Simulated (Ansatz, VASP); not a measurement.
One calculation of Ga, two programs

The input INCAR:

```
PREC = Accurate
ENCUT = 520
EDIFF = 1E-6
ISMEAR = -1
SIGMA = 0.05
LREAL = False
LASPH = True
NELM = 60
ALGO = Normal
ISIF = 2
LWAVE = False
LCHARG = True
GGA = PE
LELF = True
LVHAR = True
NBANDS = 12
```

KPOINTS

```
Automatic mesh
0
Gamma
  17 17 15
```

File POSCAR:

```
Ga
1.0
    2.8591648530      0.0000000000      0.0000000000
   -1.4295824265      2.4761093964      0.0000000000
    0.0000000000      0.0000000000      2.7371710743
Ga
1
Direct
    0.0000000000      0.0000000000      0.0000000000
```

Input for Ansatz:

```yaml
crystal:
  lattice:
    - [2.859164853, 0.0, 0.0]
    - [-1.4295824265, 2.4761093964, 0.0]
    - [0.0, 0.0, 2.7371710743]
  atoms:
    - { symbol: Ga, position: [0.0, 0.0, 0.0] }
kpoints:
  mp_grid: { grid: [17, 17, 15] }
  band_path:
    path:
      - [0.0, 0.0, 0.0]
      - [0.5, 0.0, 0.0]
      - [0.3333333333, 0.3333333333, 0.0]
      - [0.0, 0.0, 0.0]
      - [0.0, 0.0, 0.5]
      - [0.5, 0.0, 0.5]
      - [0.3333333333, 0.3333333333, 0.5]
      - [0.0, 0.0, 0.5]
      - [0.5, 0.0, 0.5]
    npoints: 14
scf:
  occupations: { method: fermi_dirac, width: 0.05 }
hamiltonian:
  xc: pbe
  pseudopotentials: { kind: all_electron, lapw: { basis_error: 0.001 } }
output:
  forces: true
  stress: true
  eigenvalues: true
  populations: true
  dos: { projected: true, de: 0.2, e_range: [-14, 8] }
```

Alike in both runs: task single point; functional PBE; k mesh 17 × 17 × 15; occupations fermi-dirac, width 0.05 eV; no spin polarisation.

|  | VASP | Ansatz |
| --- | --- | --- |
| version | VASP 6.6.1 | Ansatz 0.2.0 |
| potentials or method | VASP PAW PBE potentials, release 64 (Ga_d), cutoff 520 eV | all-electron LAPW, scalar-relativistic |

```tsv
	VASP	Ansatz	Ansatz less VASP
pressure (GPa)	0.1	0.0	-0.03
```

Ansatz ran all-electron here, and VASP with PAW potentials.
